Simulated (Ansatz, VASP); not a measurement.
**One calculation of MgO, two programs**

File INCAR:

```
SYSTEM = MgO
PREC     = Accurate       ! precision mode
ENCUT    = 600            ! plane-wave cutoff, eV
EDIFF    = 1E-6           ! SCF threshold, eV
ISMEAR   = 0              ! smearing method
SIGMA    = 0.05           ! smearing width, eV
LREAL    = .FALSE.        ! projectors in reciprocal space
LASPH    = .TRUE.         ! aspherical terms in the spheres
NELM     = 120            ! most SCF steps
ALGO     = Normal         ! electronic algorithm
ISIF     = 2              ! what is computed and relaxed
LWAVE    = .FALSE.        ! write WAVECAR
LCHARG   = .FALSE.        ! write CHGCAR
GGA      = PE             ! functional
NBANDS   = 11             ! bands
GGA_COMPAT= .FALSE.
```

KPOINTS

```
regular mesh
0
G
  10 10 10
  0 0 0
```

POSCAR

```
MgO
1.0
    0.0000000000      2.0916941252      2.0916941252
    2.0916941252      0.0000000000      2.0916941252
    2.0916941252      2.0916941252      0.0000000000
Mg O
1 1
Direct
    0.0332654605      0.0332654605     -0.0332654605
    0.4494645280      0.4494645280      0.5505354720
```

Input for Ansatz:

```yaml
crystal:
  lattice:
    - [0.0, 2.0916941252, 2.0916941252]
    - [2.0916941252, 0.0, 2.0916941252]
    - [2.0916941252, 2.0916941252, 0.0]
  atoms:
    - { symbol: Mg, position: [0.0332654605, 0.0332654605, -0.0332654605] }
    - { symbol: O, position: [0.449464528, 0.449464528, 0.550535472] }
basis:
  ecutwfc: 520.0
kpoints:
  mp_grid: { grid: [10, 10, 10] }
hamiltonian:
  xc: pbe
  pseudopotentials: { kind: paw, azcp: { folder: soft_1 } }
scf:
  occupations: { method: gaussian, width: 0.05 }
output:
  forces: true
  stress: true
  eigenvalues: true
```

Change from the starting cell: mode 6 frozen in at -0.215 Å, equal normal strain along x, y and z -0.0167.

Alike in both runs: task single point; functional PBE; k mesh 10 × 10 × 10; occupations gaussian, width 0.05 eV; no spin polarisation.

```csv
,VASP,Ansatz
version,VASP 6.6.1,Ansatz 0.2.0
potentials or method,"VASP PAW PBE potentials, release 64 (Mg, O), cutoff 600 eV","scalar-relativistic, plane waves, PAW"
valence electrons in the cell,8,16
```

VASP gave:

* gap on the k mesh at the Fermi level (eV): 4.90
* least direct gap on the mesh (eV): 4.90
* pressure (GPa): 22.9
* traceless stress, the component that is largest in VASP (GPa): 37.49
* rms of the force components (eV/Å): 2.419

Q: Estimate Ansatz's values.

A: gap on the k mesh at the Fermi level (eV): 4.91; least direct gap on the mesh (eV): 4.91; pressure (GPa): 23.5; traceless stress, the component that is largest in VASP (GPa): 36.61; rms of the force components (eV/Å): 2.367.

Atom by atom the forces differ by 0.053 eV/Å (rms over components). With one functional, cell and mesh, what is left measures potentials, basis and numerics. VASP's potentials hold 8 valence electrons a cell and Ansatz's 16, so a difference there can come from the potentials and not from the codes.
